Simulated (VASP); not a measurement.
Runs of VASP 6.6.1 on Mg2C3. The structure is that of space group C2/m (No. 12), or close to it. The cells are those of the table. 

```tsv
cell	gap on the mesh (eV)	pressure (GPa)	largest force (eV/Å)
a = 3.528, b = 3.528, c = 4.547 Å, angles 101.8, 101.8, 88.8°, 5 atoms	2.17	17.7	5.32
a = 3.436, b = 3.436, c = 4.765 Å, angles 101.0, 101.0, 88.8°, 5 atoms	2.19	7.5	2.71
a = 3.145, b = 3.145, c = 5.606 Å, angles 98.6, 98.6, 88.8°, 5 atoms	0.70	(d)	(a)
a = 3.238, b = 3.238, c = 5.311 Å, angles 99.3, 99.3, 88.8°, 5 atoms	1.39	-5.8	2.52
a = 3.388, b = 3.388, c = 4.888 Å, angles 100.6, 100.6, 88.8°, 5 atoms	(c)	(b)	1.36
```

Alike in all rows: task single point; level r2SCAN; potentials or basis VASP PAW PBE potentials, release 64 (Mg, C); no spin polarisation; k mesh 10 × 10 × 6; cutoff (eV) 520; smearing gaussian 0.05 eV.

Fill in the values left out.

(a) 4.48; (b) 3.2; (c) 2.08; (d) -7.5.

Caveats: the PAW data sets were made with another functional, which shifts forces and pressure a little.

A k mesh can miss the band edges.
